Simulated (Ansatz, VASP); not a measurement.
## Li in VASP and in Ansatz

Contents of INCAR:

```
SYSTEM = Li
PREC = Accurate
ENCUT = 520
EDIFF = 1E-8
ISMEAR = -1
SIGMA = 0.05
LREAL = .False.
LASPH = .True.
NELM = 60
ALGO = Normal
ISIF = 2
LWAVE = .False.
LCHARG = .False.
GGA = PS
LEFG = .True.
NBANDS = 12
```

KPOINTS

```
Automatic mesh
0
Gamma
  12 12 12
  0 0 0
```

File POSCAR:

```
Li
1.0
    1.5660039554      0.9041328052      7.5883000000
   -1.5660039554      0.9041328052      7.5883000000
    0.0000000000     -1.8082656104      7.5883000000
Li
3
Direct
    0.0000000000      0.0000000000      0.0000000000
    0.2220000000      0.2220000000      0.2220000000
    0.7780000000      0.7780000000      0.7780000000
```

Input for Ansatz:

```yaml
crystal:
  lattice:
    - [1.5660039554, 0.9041328052, 7.5883]
    - [-1.5660039554, 0.9041328052, 7.5883]
    - [0.0, -1.8082656104, 7.5883]
  atoms:
    - { symbol: Li, position: [0.0, 0.0, 0.0] }
    - { symbol: Li, position: [0.222, 0.222, 0.222] }
    - { symbol: Li, position: [0.778, 0.778, 0.778] }
kpoints:
  mp_grid: { grid: [12, 12, 12] }
scf:
  occupations: { method: fermi_dirac, width: 0.05 }
hamiltonian:
  xc: pbesol
  pseudopotentials: { kind: all_electron, datasets: crystal }
output:
  forces: true
  stress: true
  eigenvalues: true
  efg: { contact_densities: true }
```

Change from the starting cell: equal xx and yy strain of +1 %, crystal datasets.

Alike in both runs: task electric field gradients; functional PBEsol; k mesh 12 × 12 × 12; occupations fermi-dirac, width 0.05 eV; no spin polarisation.

```csv
,VASP,Ansatz
version,VASP 6.6.1,Ansatz 0.2.0
potentials or method,"VASP PAW PBE potentials, release 64 (Li_sv), cutoff 520 eV","all-electron PAW with datasets made for the crystal, scalar-relativistic"
```

```tsv
	VASP	Ansatz	Ansatz less VASP
rms of the force components (eV/Å)	0.004	0.004	-0.0001
size of Vzz on the site where it differs most (V/Å²)	0.1	0.1	-0.04
```

VASP's potentials were made for PBE, not for PBEsol. Atom by atom the forces differ by 0.000 eV/Å (rms over components). Ansatz ran all-electron here, and VASP with PAW potentials.

Noted on VASP's run: the cutoff is under 1.25 times that of the potentials, so the pressure is a little rough.
